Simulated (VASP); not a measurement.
# Os (R-3m) in VASP: further runs, part 2 of 2

VASP 6.6.1.

### 3 Single point, PBE

This run uses another cell than the first one, of 19.89 Å³/atom, 1.323 times its volume.

INCAR reads:

```
PREC = Accurate
ENCUT = 520
EDIFF = 1E-7
ISMEAR = 0
SIGMA = 0.1
LREAL = F
LASPH = T
NELM = 100
ALGO = Normal
ISIF = 2
LWAVE = F
LCHARG = F
GGA = PE
NBANDS = 60
```

KPOINTS reads:

```
regular mesh
0
Gamma
  3 3 3
```

POSCAR reads:

```
Os
1.0
    3.4156649103      1.9720350555      5.9057382189
   -3.4156649103      1.9720350555      5.9057382189
    0.0000000000     -3.9440701108      5.9057382189
Os
12
Direct
    0.0161459031      0.6434817212      0.0161459031
    0.0161459031      0.0161459031      0.6434817212
    0.6434817212      0.0161459031      0.0161459031
    0.9838540969      0.3565182788      0.9838540969
    0.3565182788      0.9838540969      0.9838540969
    0.9838540969      0.9838540969      0.3565182788
    0.2333516669      0.6085564185      0.2333516669
    0.2333516669      0.2333516669      0.6085564185
    0.6085564185      0.2333516669      0.2333516669
    0.7666483331      0.3914435815      0.7666483331
    0.3914435815      0.7666483331      0.7666483331
    0.7666483331      0.7666483331      0.3914435815
```

Potentials or basis: VASP PAW PBE potentials, release 64 (Os).

The run is started by

```bash
cat potpaw_PBE.64/Os/POTCAR > POTCAR
mpirun -np 1 vasp_std > vasp.out
```

OUTCAR:

```text
PREC = Accurate
   ENCUT = 520
   EDIFF = 1E-7
   ISMEAR = 0
   LREAL = F
   LASPH = T
   NELM = 100
   ISIF = 2
   GGA = PE

 ion  position               nearest neighbor table
   1  0.016  0.643  0.016-   4 2.31   3 2.55   2 2.55   7 2.56  12 2.60  11 2.60
   2  0.016  0.016  0.643-   6 2.31   3 2.55   1 2.55   8 2.56  10 2.60  11 2.60
   3  0.643  0.016  0.016-   5 2.31   1 2.55   2 2.55   9 2.56  12 2.60  10 2.60
   4  0.984  0.357  0.984-   1 2.31   5 2.55   6 2.55  10 2.56   8 2.60   9 2.60
   5  0.357  0.984  0.984-   3 2.31   4 2.55   6 2.55  11 2.56   8 2.60   7 2.60
   6  0.984  0.984  0.357-   2 2.31   4 2.55   5 2.55  12 2.56   9 2.60   7 2.60
   7  0.233  0.609  0.233-   1 2.56   9 2.56   8 2.56   6 2.60   5 2.60  11 2.62  12 2.62
   8  0.233  0.233  0.609-   2 2.56   7 2.56   9 2.56   4 2.60   5 2.60  10 2.62  11 2.62
   9  0.609  0.233  0.233-   3 2.56   7 2.56   8 2.56   6 2.60   4 2.60  10 2.62  12 2.62
  10  0.767  0.391  0.767-   4 2.56  11 2.56  12 2.56   2 2.60   3 2.60   9 2.62   8 2.62
  11  0.391  0.767  0.767-   5 2.56  10 2.56  12 2.56   2 2.60   1 2.60   7 2.62   8 2.62
  12  0.767  0.767  0.391-   6 2.56  10 2.56  11 2.56   3 2.60   1 2.60   7 2.62   9 2.62

  LATTYP: Found a trigonal (rhomboedric) cell.
 ALAT       =     7.1016500160
 COS(alpha) =     0.5373399708

  Lattice vectors:

 A1 = (   3.4156649103,   1.9720350555,   5.9057382189)
 A2 = (  -3.4156649103,   1.9720350555,   5.9057382189)
 A3 = (   0.0000000000,  -3.9440701108,   5.9057382189)

Analysis of symmetry for initial positions (statically):
=====================================================================
 Subroutine PRICEL returns:
 Original cell was already a primitive cell.

 Routine SETGRP: Setting up the symmetry group for a
 trigonal (rhombohedral) supercell.

 Subroutine GETGRP returns: Found 12 space group operations
 (whereof 12 operations were pure point group operations)
 out of a pool of 12 trial point group operations.

The static configuration has the point symmetry D_3d.

Analysis of symmetry for dynamics (positions and initial velocities):
[... 147 lines left out ...]
 maximum number of plane-waves:      6439
 NGX is ok and might be reduce to    54
   NGX = 27   NGY = 27   NGZ = 27

 number of electron      95.9999999 magnetization

 Free energy of the ion-electron system (eV)
  ---------------------------------------------------
  ext. energy  EPLUGINS =         0.00000000
  ---------------------------------------------------
  free energy    TOTEN  =      -122.11616551 eV

  energy without entropy =     -122.06218712  energy(sigma->0) =     -122.08917631

 E-fermi :   5.0642     XC(G=0): -11.5796

 val. band max:        5.0208931123   @ k =   0.0000   0.0000   0.0000
 cond. band min:       5.0867285558   @ k =   0.3333   0.0000  -0.0000
 fundamental gap:      0.0658354435
 Fermi energy:         5.0642481670

 k-point     1 :       0.0000    0.0000    0.0000
  band No.  band energies     occupation
      1      -3.7160      2.00000
      2      -1.5166      2.00000
      3      -0.7186      2.00000
      4      -0.6445      2.00000
      5      -0.6445      2.00000
      6      -0.4706      2.00000
[... 367 lines left out ...]
     59       7.2207      0.00000
     60       7.2481      0.00000

------------------------ aborting loop because EDIFF is reached ----------------------------------------

  FORCE on cell =-STRESS in cart. coord.  units (eV):
  Direction    XX          YY          ZZ          XY          YZ          ZX
  --------------------------------------------------------------------------------------
  -------------------------------------------------------------------------------------
  Total       -0.7460185     -0.7460185     -1.4609427     -0.0000000     -0.0000000     -0.0000000
  in kB       -5.0077756     -5.0077756     -9.8068249     -0.0000000     -0.0000000     -0.0000000
  external PRESSURE =      -6.6074587 kB  Pullay stress =       0.0000000 kB

 VOLUME and BASIS-vectors are now :
 -----------------------------------------------------------------------------
  energy-cutoff  :      520.00
  volume of cell :      238.68
      direct lattice vectors                 reciprocal lattice vectors
     3.415664910  1.972035055  5.905738219     0.146384383  0.084515063  0.056442281
    -3.415664910  1.972035055  5.905738219    -0.146384383  0.084515063  0.056442281
     0.000000000 -3.944070111  5.905738219     0.000000000 -0.169030126  0.056442281

 POSITION                                       TOTAL-FORCE (eV/Angst)
 -----------------------------------------------------------------------------------
     -2.14277      1.23713      3.99094         0.035670     -0.020594     -0.117719
      0.00000     -2.47426      3.99094         0.000000      0.041189     -0.117719
      2.14277      1.23713      3.99094        -0.035670     -0.020594     -0.117719
      2.14277     -1.23713     13.72627        -0.035670      0.020594      0.117719
     -2.14277     -1.23713     13.72627         0.035670      0.020594      0.117719
      0.00000      2.47426     13.72627         0.000000     -0.041189      0.117719
     -1.28157      0.73992      6.35020         0.007893     -0.004557     -0.022354
      0.00000     -1.47983      6.35020         0.000000      0.009114     -0.022354
      1.28157      0.73992      6.35020        -0.007893     -0.004557     -0.022354
      1.28157     -0.73992     11.36701        -0.007893      0.004557      0.022354
     -1.28157     -0.73992     11.36701         0.007893      0.004557      0.022354
      0.00000      1.47983     11.36701         0.000000     -0.009114      0.022354
 -----------------------------------------------------------------------------------
    total drift:                                0.000000     -0.000000     -0.000000

  FREE ENERGIE OF THE ION-ELECTRON SYSTEM (eV)
  ---------------------------------------------------
  free  energy   TOTEN  =      -122.1161655055 eV

  energy  without entropy=     -122.0621871174  energy(sigma->0) =     -122.08917631
```

OSZICAR:

```text
N       E                     dE             d eps       ncg     rms          rms(c)
DAV:   1     0.700247771432E+03    0.70025E+03   -0.43281E+04   720   0.148E+03
DAV:   2    -0.345874141281E+02   -0.73484E+03   -0.69455E+03   736   0.493E+02
DAV:   3    -0.122631152189E+03   -0.88044E+02   -0.82083E+02  1088   0.112E+02
DAV:   4    -0.128075213961E+03   -0.54441E+01   -0.52609E+01   968   0.316E+01
DAV:   5    -0.128301463876E+03   -0.22625E+00   -0.22314E+00  1120   0.532E+00    0.412E+01
DAV:   6    -0.123493608438E+03    0.48079E+01   -0.81079E+00   976   0.115E+01    0.196E+01
DAV:   7    -0.122760283003E+03    0.73333E+00   -0.72342E+00  1176   0.139E+01    0.621E+00
DAV:   8    -0.122149671236E+03    0.61061E+00   -0.30321E+00  1328   0.109E+01    0.131E+00
DAV:   9    -0.122115505607E+03    0.34166E-01   -0.23806E-01   876   0.223E+00    0.391E-01
DAV:  10    -0.122116454429E+03   -0.94882E-03   -0.21590E-02  1160   0.546E-01    0.223E-01
DAV:  11    -0.122116145953E+03    0.30848E-03   -0.28499E-03  1212   0.331E-01    0.616E-02
DAV:  12    -0.122116175192E+03   -0.29239E-04   -0.27075E-04   888   0.893E-02    0.224E-02
DAV:  13    -0.122116166597E+03    0.85949E-05   -0.39724E-05  1196   0.242E-02    0.746E-03
DAV:  14    -0.122116165633E+03    0.96417E-06   -0.24294E-06   880   0.667E-03    0.260E-03
DAV:  15    -0.122116165477E+03    0.15517E-06   -0.43682E-07   804   0.320E-03    0.111E-03
DAV:  16    -0.122116165505E+03   -0.28066E-07   -0.11000E-07   600   0.200E-03
   1 F= -.12211617E+03 E0= -.12208918E+03  d E =-.539784E-01
```

Wall time 1.7 min (1 thread of Intel Xeon 6975P-C (Granite Rapids), shared host); peak memory 0.39 GiB.

Results:

| Property | Result |
| --- | --- |
| Free energy | -122.1162 eV |
| Pressure | -0.7 GPa |
| Largest force | 0.125 eV/Å |
| Band gap on the k mesh | zero (band 48 reaches 5.16 eV, above the bottom of band 49 at 4.88 eV) |

Forces in eV/Å, atoms in the order of the input:
```
Os   0.036 -0.021 -0.118
Os   0.000  0.041 -0.118
Os  -0.036 -0.021 -0.118
Os  -0.036  0.021  0.118
Os   0.036  0.021  0.118
Os   0.000 -0.041  0.118
Os   0.008 -0.005 -0.022
Os   0.000  0.009 -0.022
Os  -0.008 -0.005 -0.022
Os  -0.008  0.005  0.022
Os   0.008  0.005  0.022
Os   0.000 -0.009  0.022
```

Stress tensor (GPa, compression positive):
```
-0.50  0.00  0.00
 0.00 -0.50  0.00
 0.00  0.00 -0.98
```

Levels at points of the mesh, in eV from the Fermi level:
```tsv
k point	band 45	band 46	band 47	band 48	band 49	band 50
(0.00, 0.00, 0.00)	-0.44	-0.44	-0.04	0.09	0.09	0.53
```

Caveat: the k points lie up to 0.37 Å⁻¹ apart; spin-orbit coupling is left out, which moves the levels of the heavy elements.
